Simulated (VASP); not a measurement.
# TiSi (Cmmm) in VASP: a series of runs

TiSi is run at these levels: PBEsol; tasks: single point.

All numbers are computed with VASP 6.6.1; they aren't measurements. Logs are shortened: lines on timing, memory, paths and dates and some standing lists are left out, and cuts for length are marked.

## Step 1: The cell of the first run

Symmetry: Cmmm, No. 65, orthorhombic system. Conventional cell: a = 3.655 Å, b = 4.189 Å, c = 3.691 Å, α = 90.00°, β = 90.00°, γ = 90.00°. Within 3.4 Å of Ti (site symmetry mmm) lie 8 Si at 2.60 to 2.79 Å and 4 Ti at 2.78 Å. Within 3.4 Å of Si (site symmetry mmm) lie 8 Ti at 2.60 to 2.79 Å and 4 Si at 2.78 Å.

## Step 2: Single point, PBEsol

Input file INCAR:

```
  PREC = Accurate
  ENCUT = 520
  EDIFF = 1E-7
  ISMEAR = 0
  SIGMA = 0.15
  LREAL = False
  LASPH = True
  NELM = 100
  ALGO = Normal
  ISIF = 2
  LWAVE = False
  LCHARG = True
  GGA = PS
  LELF = True
  LVHAR = True
  NBANDS = 15
```

Input file KPOINTS:

```
Automatic mesh
0
Gamma
  24 24 18
```

Input file POSCAR:

```
TiSi
1.0
    1.8273669009     -2.0945964553      0.0000000000
    1.8273669009      2.0945964553      0.0000000000
    0.0000000000      0.0000000000      3.6908791631
Ti Si
1 1
Direct
    0.5000000000      0.5000000000      0.0000000000
    0.0000000000      0.0000000000      0.5000000000
```

Potentials or basis: VASP PAW PBE potentials, release 64 (Ti_sv, Si).

Started as:

```sh
$ cat potpaw_PBE.64/Ti_sv/POTCAR potpaw_PBE.64/Si/POTCAR > POTCAR
$ mpirun -np 1 vasp_std > vasp.out
```

OUTCAR:

```text
PREC = Accurate
   ENCUT = 520
   EDIFF = 1E-7
   ISMEAR = 0
   LREAL = False
   LASPH = True
   NELM = 100
   ISIF = 2
   GGA = PS

 ion  position               nearest neighbor table
   1  0.500  0.500  0.000-   2 2.60   2 2.60   2 2.60   2 2.60   2 2.79   2 2.79   2 2.79   2 2.79

   2  0.000  0.000  0.500-   1 2.60   1 2.60   1 2.60   1 2.60   1 2.79   1 2.79   1 2.79   1 2.79

  LATTYP: Found a base centered orthorhombic cell.
 ALAT       =     3.6547338018
 B/A-ratio  =     1.1462374930
 C/A-ratio  =     1.0098900120

  Lattice vectors:

 A1 = (   1.8273669009,  -2.0945964553,   0.0000000000)
 A2 = (   1.8273669009,   2.0945964553,   0.0000000000)
 A3 = (   0.0000000000,   0.0000000000,   3.6908791631)

Analysis of symmetry for initial positions (statically):
=====================================================================
 Subroutine PRICEL returns:
 Original cell was already a primitive cell.

 Routine SETGRP: Setting up the symmetry group for a
 base centered orthorhombic supercell.

 Subroutine GETGRP returns: Found  8 space group operations
 (whereof  8 operations were pure point group operations)
 out of a pool of  8 trial point group operations.

The static configuration has the point symmetry D_2h.

Analysis of symmetry for dynamics (positions and initial velocities):
=====================================================================
 Subroutine PRICEL returns:
 Original cell was already a primitive cell.

 Routine SETGRP: Setting up the symmetry group for a
 base centered orthorhombic supercell.

 Subroutine GETGRP returns: Found  8 space group operations
 (whereof  8 operations were pure point group operations)
 out of a pool of  8 trial point group operations.

The dynamic configuration has the point symmetry D_2h.

 Subroutine INISYM returns: Found  8 space group operations
 (whereof  8 operations are pure point group operations),
 and found     1 'primitive' translations

----------------------------------------------------------------------------------------

                                     Primitive cell

  volume of cell :      28.2544

  direct lattice vectors                    reciprocal lattice vectors
     1.827366901 -2.094596455  0.000000000     0.273617739 -0.238709465  0.000000000
     1.827366901  2.094596455  0.000000000     0.273617739  0.238709465  0.000000000
     0.000000000  0.000000000  3.690879163     0.000000000  0.000000000  0.270938157

  length of vectors
     2.779676978  2.779676978  3.690879163     0.363110005  0.363110005  0.270938157

  position of ions in fractional coordinates (direct lattice)
     0.500000000  0.500000000  0.000000000
     0.000000000  0.000000000  0.500000000

  ion indices of the primitive-cell ions
   primitive index   ion index
                 1           1
                 2           2

----------------------------------------------------------------------------------------

 KPOINTS: Automatic mesh

Automatic generation of k-mesh.
 Grid dimensions read from file:
 generate k-points for:   24   24   18

 Generating k-lattice:

  Cartesian coordinates                     Fractional coordinates (reciprocal lattice)
     0.011400739 -0.009946228  0.000000000     0.041666667  0.000000000  0.000000000
     0.011400739  0.009946228  0.000000000     0.000000000  0.041666667  0.000000000
     0.000000000  0.000000000  0.015052120     0.000000000  0.000000000  0.055555556

  Length of vectors
     0.015129584  0.015129584  0.015052120

  Shift w.r.t. Gamma in fractional coordinates (k-lattice)
     0.000000000  0.000000000  0.000000000

 Subroutine IBZKPT returns following result:
 ===========================================

 Found   1570 irreducible k-points:

 Following reciprocal coordinates:
            Coordinates               Weight
  0.000000  0.000000  0.000000      1.000000
  0.041667  0.000000  0.000000      4.000000
  0.083333  0.000000  0.000000      4.000000
  0.125000 -0.000000  0.000000      4.000000
  0.166667 -0.000000  0.000000      4.000000
  0.208333  0.000000  0.000000      4.000000
[... 16 lines left out ...]
  0.416667  0.041667  0.000000      4.000000
  0.458333  0.041667  0.000000      4.000000
 [... further k-points ...]
   k-points           NKPTS =   1570   k-points in BZ     NKDIM =   1570   number of bands    NBANDS=     15
   number of dos      NEDOS =    301   number of ions     NIONS =      2
   total plane-waves  NPLWV =  16128
   dimension x,y,z NGX =    24 NGY =   24 NGZ =   28
   dimension x,y,z NGXF=    48 NGYF=   48 NGZF=   56
   ions per type =               1   1
   NGX,Y,Z   is equivalent  to a cutoff of  14.35, 14.35, 12.61 a.u.
   NGXF,Y,Z  is equivalent  to a cutoff of  28.71, 28.71, 25.22 a.u.
 SYSTEM =  unknown system
   PREC   = accura    normal or accurate (medium, high low for compatibility)
   ISTART =      0    job   : 0-new  1-cont  2-samecut
   ICHARG =      2    charge: 1-file 2-atom 10-const
   ISPIN  =      1    spin polarized calculation?
   LNONCOLLINEAR =      F non collinear calculations
   LSORBIT =      F    spin-orbit coupling
   LASPH  =      T    aspherical Exc in radial PAW
   ENCUT  =  520.0 eV  38.22 Ry    6.18 a.u.   5.17  5.17  6.86*2*pi/ulx,y,z
   NELM   =    100;   NELMIN=  2; NELMDL= -5     # of ELM steps
   EDIFF  = 0.1E-06   stopping-criterion for ELM
   LREAL  =      F    real-space projection
   EDIFFG = 0.1E-05   stopping-criterion for IOM
   NSW    =      0    number of steps for IOM
   IBRION =     -1    ionic relax: 0-MD 1-quasi-New 2-CG
   NFREE  =      0    steps in history (QN), initial steepest desc. (CG)
   ISIF   =      2    stress and relaxation
   ISYM   =      2    0-nonsym 1-usesym 2-fastsym
   POTIM  = 0.5000    time-step for ionic-motion
   TEBEG  =    0.0;   TEEND  =   0.0 temperature during run
   PSTRESS=    0.0 pullay stress
   NELECT =      16.0000    total number of electrons
   NUPDOWN=      -1.0000    fix difference up-down
   EMIN   =  10.00;   EMAX   =-10.00  energy-range for DOS
   EFERMI =   0.00;   METHOD = LEGACY
   ISMEAR =     0;   SIGMA  =   0.15  broadening in eV -4-tet -1-fermi 0-gaus
   EFERMI_NEDOS =   21; number of points for ismear=-14 and -15
   IALGO  =     38    algorithm
   IMIX   =      4    mixing-type and parameters
     AMIX     =   0.40;   BMIX     =  1.00
     AMIX_MAG =   1.60;   BMIX_MAG =  1.00
  volume/ion in A,a.u.               =      14.13        95.34
  Fermi-wavevector in a.u.,A,eV,Ry     =   1.354418  2.559480 24.959197  1.834449
  Thomas-Fermi vector in A             =   2.481592
   LORBIT       =      0    0 simple, 1 ext, 2 COOP (PROOUT), +10 PAW based schemes
   GGA     = PS    functional components
   LHFCALC =     F    Hartree Fock is set to
   AEXX    =    0.0000 exact exchange contribution
   IVDW    =     0    specifies the selected vdW correction
   LEPSILON=     F    determine dielectric tensor
   LRPA    =     F    only Hartree local field effects (RPA)
 non-spin polarized calculation
 Gauss-broadening in eV      SIGMA  =   0.15
  energy-cutoff  :      520.00
  volume of cell :       28.25
 maximum number of plane-waves:       778
 NGX is ok and might be reduce to    24
   NGX = 11   NGY = 11   NGZ = 13

 number of electron      16.0000000 magnetization

 Free energy of the ion-electron system (eV)
  ---------------------------------------------------
  ext. energy  EPLUGINS =         0.00000000
  ---------------------------------------------------
  free energy    TOTEN  =       -15.32139510 eV

  energy without entropy =      -15.30816398  energy(sigma->0) =      -15.31477954

 E-fermi :  10.4574     XC(G=0): -11.9968

 val. band max:       10.4572532573   @ k =   0.1250   0.0833   0.5000
 cond. band min:      10.4589268343   @ k =   0.1667   0.1667   0.3333
 fundamental gap:      0.0016735770
 Fermi energy:        10.4573733999

 k-point     1 :       0.0000    0.0000    0.0000
  band No.  band energies     occupation
      1     -45.9450      2.00000
      2     -22.4530      2.00000
      3     -22.0402      2.00000
      4     -21.9359      2.00000
      5      -1.4191      2.00000
      6       8.0079      2.00000
      7       9.1152      2.00000
      8       9.2003      2.00000
      9      12.1535      0.00000
     10      12.7974      0.00000
     11      13.4317      0.00000
     12      15.5824      0.00000
     13      16.2532      0.00000
     14      17.4039      0.00000
     15      18.9961      0.00000

 k-point     2 :       0.0417    0.0000    0.0000
  band No.  band energies     occupation
      1     -45.9437      2.00000
      2     -22.4518      2.00000
      3     -22.0449      2.00000
      4     -21.9409      2.00000
      5      -1.3837      2.00000
      6       8.0350      2.00000
      7       9.0804      2.00000
      8       9.2006      2.00000
      9      12.1930      0.00000
     10      12.8077      0.00000
     11      13.3790      0.00000
     12      15.4040      0.00000
     13      16.1695      0.00000
     14      17.4115      0.00000
     15      19.2448      0.00000

 k-point     3 :       0.0833    0.0000    0.0000
  band No.  band energies     occupation
      1     -45.9400      2.00000
      2     -22.4480      2.00000
      3     -22.0621      2.00000
      4     -21.9519      2.00000
      5      -1.2778      2.00000
      6       8.1123      2.00000
      7       8.9825      2.00000
      8       9.1923      2.00000
      9      12.3002      0.00000
     10      12.8444      0.00000
     11      13.2373      0.00000
     12      14.8217      0.00000
     13      16.2150      0.00000
     14      17.4106      0.00000
     15      19.7415      0.00000
[... 343 lines left out ...]
 k-point    23 :       0.4167    0.0417    0.0000
  band No.  band energies     occupation
      1     -45.8740      2.00000
      2     -22.5384      2.00000
      3     -22.3809      2.00000
      4     -21.9571      2.00000
      5       1.9474      2.00000
      6       4.9244      2.00000
      7       7.7318      2.00000
      8       9.5168      2.00000
      9      12.0384      0.00000
     10      12.6867      0.00000
     11      14.2454      0.00000
     12      15.7267      0.00000
     13      16.0413      0.00000
     14      17.8524      0.00000
     15      18.5459      0.00000

 k-point    24 :       0.4583    0.0417    0.0000
  band No.  band energies     occupation
      1     -45.8703      2.00000
      2     -22.5659      2.00000
      3     -22.3772      2.00000
      4     -21.9547      2.00000
      5       2.4912      2.00000
      6       4.2700      2.00000
      7       7.6828      2.00000
      8       9.5987      2.00000
      9      11.9491      0.00000
     10      12.7180      0.00000
     11      14.6286      0.00000
     12      15.7403      0.00000
     13      16.1050      0.00000
     14      18.0085      0.00000
     15      18.3168      0.00000

 [... further k-points ...]
[... 5 lines left out ...]
  --------------------------------------------------------------------------------------
  -------------------------------------------------------------------------------------
  Total       -0.1620435     -0.1354113      0.7518596     -0.0000000      0.0000000      0.0000000
  in kB       -9.1887459     -7.6785532     42.6345212     -0.0000000      0.0000000      0.0000000
  external PRESSURE =       8.5890740 kB  Pullay stress =       0.0000000 kB

 VOLUME and BASIS-vectors are now :
 -----------------------------------------------------------------------------
  energy-cutoff  :      520.00
  volume of cell :       28.25
      direct lattice vectors                 reciprocal lattice vectors
     1.827366901 -2.094596455  0.000000000     0.273617739 -0.238709465  0.000000000
     1.827366901  2.094596455  0.000000000     0.273617739  0.238709465  0.000000000
     0.000000000  0.000000000  3.690879163     0.000000000  0.000000000  0.270938157

 POSITION                                       TOTAL-FORCE (eV/Angst)
 -----------------------------------------------------------------------------------
      1.82737      0.00000      0.00000        -0.000000     -0.000000      0.000000
      0.00000      0.00000      1.84544         0.000000      0.000000      0.000000
 -----------------------------------------------------------------------------------
    total drift:                               -0.000000     -0.000000     -0.000000

  FREE ENERGIE OF THE ION-ELECTRON SYSTEM (eV)
  ---------------------------------------------------
  free  energy   TOTEN  =       -15.3213951021 eV

  energy  without entropy=      -15.3081639824  energy(sigma->0) =      -15.31477954
```

Run time: 3.1 min. Hardware: 1 thread of Intel Xeon 6975P-C (Granite Rapids), shared host; peak memory 0.72 GiB.

Results:

```
Free energy            : -15.3214 eV
Pressure               : 0.9 GPa
Band gap on the k mesh : zero (bands 8 and 9 overlap by 1.65 eV)
```

Stress tensor (GPa, compression positive):
```
-0.92  0.00  0.00
 0.00 -0.77  0.00
 0.00  0.00  4.26
```

Caveat: the stress differs along the axes, from -1 to 4 GPa; the PAW data sets were made with another functional, which shifts forces and pressure a little.

(Part 1 of 2 ends here.)
